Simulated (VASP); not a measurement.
# Re (P6_3/mmc) in VASP: notebook, part 2 of 2

VASP 6.6.1. The steps go on from the part before.

### 5 Density of states, PBE

This run uses another cell than the first one, of 14.95 Å³/atom, 2.500 times its volume.

POSCAR reads:

```
Re
1.0
    2.7761202017      0.0000000000      0.0000000000
   -1.3880601008      2.4041906186      0.0000000000
    0.0000000000      0.0000000000      4.4811901479
Re
2
Direct
    0.3333333333      0.6666666667      0.2500000000
    0.6666666667      0.3333333333      0.7500000000
```

INCAR.step1 reads:

```
SYSTEM = Re
PREC     = Accurate       ! precision mode
ENCUT    = 520            ! plane-wave cutoff, eV
EDIFF    = 1E-6           ! SCF threshold, eV
ISMEAR   = -1             ! smearing method
SIGMA    = 0.08           ! smearing width, eV
LREAL    = .False.        ! projectors in reciprocal space
LASPH    = .True.         ! aspherical terms in the spheres
NELM     = 80             ! most SCF steps
ALGO     = Normal         ! electronic algorithm
ISIF     = 2              ! what is computed and relaxed
LWAVE    = .False.        ! write WAVECAR
LCHARG   = .True.         ! write CHGCAR
LMAXMIX  = 4              ! l up to which the mixer works
GGA      = PE             ! functional
NBANDS   = 14             ! bands
```

KPOINTS.step1 reads:

```
regular mesh
0
Gamma
  16 16 9
  0 0 0
```

INCAR.step2 reads:

```
SYSTEM = Re
PREC     = Accurate       ! precision mode
ENCUT    = 520            ! plane-wave cutoff, eV
EDIFF    = 1E-6           ! SCF threshold, eV
ISMEAR   = -5             ! smearing method
SIGMA    = 0.08           ! smearing width, eV
LREAL    = .False.        ! projectors in reciprocal space
LASPH    = .True.         ! aspherical terms in the spheres
NELM     = 80             ! most SCF steps
ALGO     = Normal         ! electronic algorithm
ISIF     = 2              ! what is computed and relaxed
LWAVE    = .False.        ! write WAVECAR
LCHARG   = .False.        ! write CHGCAR
LMAXMIX  = 4              ! l up to which the mixer works
GGA      = PE             ! functional
LORBIT   = 11             ! projections on sites
NBANDS   = 14             ! bands
NEDOS    = 2001           ! points of the DOS
ICHARG   = 11             ! starting density
```

KPOINTS.step2 reads:

```
regular mesh
0
Gamma
  24 24 14
  0 0 0
```

Potentials or basis: VASP PAW PBE potentials, release 64 (Re).

Run with:

```
> cat potpaw_PBE.64/Re/POTCAR > POTCAR
> cp INCAR.step1 INCAR
> cp KPOINTS.step1 KPOINTS
> mpirun -np 1 vasp_std > vasp.out
> cp INCAR.step2 INCAR
> cp KPOINTS.step2 KPOINTS
> mpirun -np 1 vasp_std > vasp.out
```

OUTCAR:

```text
SYSTEM = Re
   PREC = Accurate
   ENCUT = 520
   EDIFF = 1E-6
   ISMEAR = -5
   LREAL = .False.
   LASPH = .True.
   NELM = 80
   ISIF = 2
   GGA = PE
   LORBIT = 11
   ICHARG = 11

 ion  position               nearest neighbor table
   1  0.333  0.667  0.250-   2 2.75   2 2.75   2 2.75   2 2.75   2 2.75   2 2.75
   2  0.667  0.333  0.750-   1 2.75   1 2.75   1 2.75   1 2.75   1 2.75   1 2.75

  LATTYP: Found a hexagonal cell.
 ALAT       =     2.7761202017
 C/A-ratio  =     1.6141916856

  Lattice vectors:

 A1 = (   2.7761202017,   0.0000000000,   0.0000000000)
[... 604 lines left out ...]
  Total       -0.2026347     -0.2026347     -0.0966134     -0.0000000      0.0000000      0.0000000
  in kB      -10.8548510    -10.8548510     -5.1754438     -0.0000000      0.0000000      0.0000000
  external PRESSURE =      -8.9617152 kB  Pullay stress =       0.0000000 kB

 VOLUME and BASIS-vectors are now :
 -----------------------------------------------------------------------------
  energy-cutoff  :      520.00
  volume of cell :       29.91
      direct lattice vectors                 reciprocal lattice vectors
     2.776120202  0.000000000  0.000000000     0.360214950  0.207970198  0.000000000
    -1.388060101  2.404190619  0.000000000     0.000000000  0.415940397  0.000000000
     0.000000000  0.000000000  4.481190148     0.000000000  0.000000000  0.223155003

 POSITION                                       TOTAL-FORCE (eV/Angst)
 -----------------------------------------------------------------------------------
     -0.00000      1.60279      1.12030        -0.000000      0.000000      0.000000
      1.38806      0.80140      3.36089         0.000000     -0.000000      0.000000
 -----------------------------------------------------------------------------------
    total drift:                               -0.000000      0.000000     -0.000000

  FREE ENERGIE OF THE ION-ELECTRON SYSTEM (eV)
  ---------------------------------------------------
  free  energy   TOTEN  =       -24.8515698128 eV

  energy  without entropy=      -24.8515698128  energy(sigma->0) =      -24.85156981

 total charge

# of ion       s       p       d       tot
------------------------------------------
    1        0.619   0.663   4.812   6.093
    2        0.619   0.663   4.812   6.093
--------------------------------------------------
tot          1.237   1.325   9.624  12.187
```

OSZICAR.step1:

```text
N       E                     dE             d eps       ncg     rms          rms(c)
DAV:   1     0.205435712233E+02    0.20544E+02   -0.67646E+03  8384   0.124E+03
DAV:   2    -0.252456826848E+02   -0.45789E+02   -0.40300E+02  6884   0.278E+02
DAV:   3    -0.262872820752E+02   -0.10416E+01   -0.10128E+01  6640   0.435E+01
DAV:   4    -0.262972238202E+02   -0.99417E-02   -0.99335E-02  6334   0.296E+00
DAV:   5    -0.262974350920E+02   -0.21127E-03   -0.21124E-03  6658   0.763E-01    0.414E+01
DAV:   6    -0.252336179376E+02    0.10638E+01   -0.83940E-01  7306   0.258E+01    0.165E+01
DAV:   7    -0.248827784908E+02    0.35084E+00   -0.55988E-01  7336   0.204E+01    0.706E-01
DAV:   8    -0.248697591834E+02    0.13019E-01   -0.87280E-03  7572   0.110E+00    0.225E-01
DAV:   9    -0.248689720455E+02    0.78714E-03   -0.48649E-04  7862   0.259E-01    0.400E-02
DAV:  10    -0.248689892655E+02   -0.17220E-04   -0.37973E-05  6510   0.427E-02    0.132E-02
DAV:  11    -0.248689915391E+02   -0.22736E-05   -0.31289E-07  4108   0.252E-02    0.280E-03
DAV:  12    -0.248689908796E+02    0.65944E-06   -0.27689E-07  3286   0.118E-02
   1 F= -.24868991E+02 E0= -.24851964E+02  d E =-.340546E-01
```

Wall time 65 s (1 thread of Intel Xeon 6975P-C (Granite Rapids), shared host); peak memory 0.3 GiB.

What came out:

| Item | Value |
| --- | --- |
| Valence electrons inside the program's atomic spheres | Re 6.09 |

Caveat: spin-orbit coupling is left out, which moves the levels of the heavy elements; tetrahedron occupations give inexact forces and stress in metals.

### 6 Density of states, PBE (volume scaled by 0.4)

POSCAR reads:

```
Re
1.0
    2.0416521289      0.0000000000      0.0000000000
   -1.0208260644      1.7681226093      0.0000000000
    0.0000000000      0.0000000000      3.3141060762
Re
2
Direct
    0.3333333333      0.6666666667      0.2500000000
    0.6666666667      0.3333333333      0.7500000000
```

INCAR.step1 reads:

```
ALGO = Normal ; EDIFF = 1E-6
ENCUT = 410 ; GGA = PE
GGA_COMPAT = F ; ISIF = 2
ISMEAR = -1 ; LASPH = T
LCHARG = T ; LMAXMIX = 4
LORBIT = 11 ; LREAL = F
LWAVE = F ; NBANDS = 22
NEDOS = 2001 ; NELM = 120
PREC = Accurate ; SIGMA = 0.08
```

KPOINTS.step1 reads:

```
k-points
0
Gamma
  16 16 9
```

INCAR.step2 reads:

```
ALGO = Normal ; EDIFF = 1E-6
ENCUT = 410 ; GGA = PE
GGA_COMPAT = F ; ICHARG = 11
ISIF = 2 ; ISMEAR = -5
LASPH = T ; LCHARG = F
LMAXMIX = 4 ; LORBIT = 10
LREAL = F ; LWAVE = F
NEDOS = 1001 ; NELM = 120
PREC = Accurate ; SIGMA = 0.08
```

KPOINTS.step2 reads:

```
k-points
0
Gamma
  24 24 14
```

Potentials or basis: VASP PAW PBE potentials, release 64 (Re_sv_GW).

Run with:

```
> cat potpaw_PBE.64/Re_sv_GW/POTCAR > POTCAR
> cp INCAR.step1 INCAR
> cp KPOINTS.step1 KPOINTS
> mpirun -np 1 vasp_std > vasp.out
> cp INCAR.step2 INCAR
> cp KPOINTS.step2 KPOINTS
> mpirun -np 1 vasp_std > vasp.out
```

OUTCAR:

```text
EDIFF = 1E-6
   ENCUT = 410
   GGA = PE
   ICHARG = 11
   ISIF = 2
   ISMEAR = -5
   LASPH = T
   LORBIT = 10
   LREAL = F
   NELM = 120
   PREC = Accurate

 ion  position               nearest neighbor table
   1  0.333  0.667  0.250-   2 2.03   2 2.03   2 2.03   2 2.03   2 2.03   2 2.03   2 2.88   2 2.88
                             2 2.88   2 2.88   2 2.88   2 2.88
   2  0.667  0.333  0.750-   1 2.03   1 2.03   1 2.03   1 2.03   1 2.03   1 2.03   1 2.88   1 2.88
                             1 2.88   1 2.88   1 2.88   1 2.88

  LATTYP: Found a hexagonal cell.
 ALAT       =     2.0416521289
 C/A-ratio  =     1.6232471876

  Lattice vectors:

[... 725 lines left out ...]
  Total      171.4217227    171.4217227    171.8767589      0.0000000     -0.0000000      0.0000000
  in kB    22957.0409624  22957.0409620  23017.9800635      0.0000006     -0.0000000      0.0000000
  external PRESSURE =   22977.3539959 kB  Pullay stress =       0.0000000 kB

 VOLUME and BASIS-vectors are now :
 -----------------------------------------------------------------------------
  energy-cutoff  :      410.00
  volume of cell :       11.96
      direct lattice vectors                 reciprocal lattice vectors
     2.041652129  0.000000000  0.000000000     0.489799406  0.282785819  0.000000000
    -1.020826064  1.768122609  0.000000000     0.000000000  0.565571638  0.000000000
     0.000000000  0.000000000  3.314106076     0.000000000  0.000000000  0.301740493

 POSITION                                       TOTAL-FORCE (eV/Angst)
 -----------------------------------------------------------------------------------
     -0.00000      1.17875      0.82853         0.000000     -0.000000      0.000000
      1.02083      0.58937      2.48558        -0.000000      0.000000      0.000000
 -----------------------------------------------------------------------------------
    total drift:                               -0.000000      0.000000     -0.000000

  FREE ENERGIE OF THE ION-ELECTRON SYSTEM (eV)
  ---------------------------------------------------
  free  energy   TOTEN  =        29.6913603950 eV

  energy  without entropy=       29.6913603950  energy(sigma->0) =       29.69136040

 total charge

# of ion       s       p       d       f       tot
--------------------------------------------------
    1        8.122   6.259   6.917   1.237  22.535
    2        8.122   6.259   6.917   1.237  22.535
--------------------------------------------------
tot         16.244  12.517  13.835   2.474  45.070
```

It took 73 s on 1 thread of Intel Xeon Platinum 8488C (Sapphire Rapids), shared host; peak memory 0.21 GiB.

Caveat: the cell differs from its parent crystal (volume scaled by 0.4); spin-orbit coupling is left out, which moves the levels of the heavy elements; tetrahedron occupations give inexact forces and stress in metals.
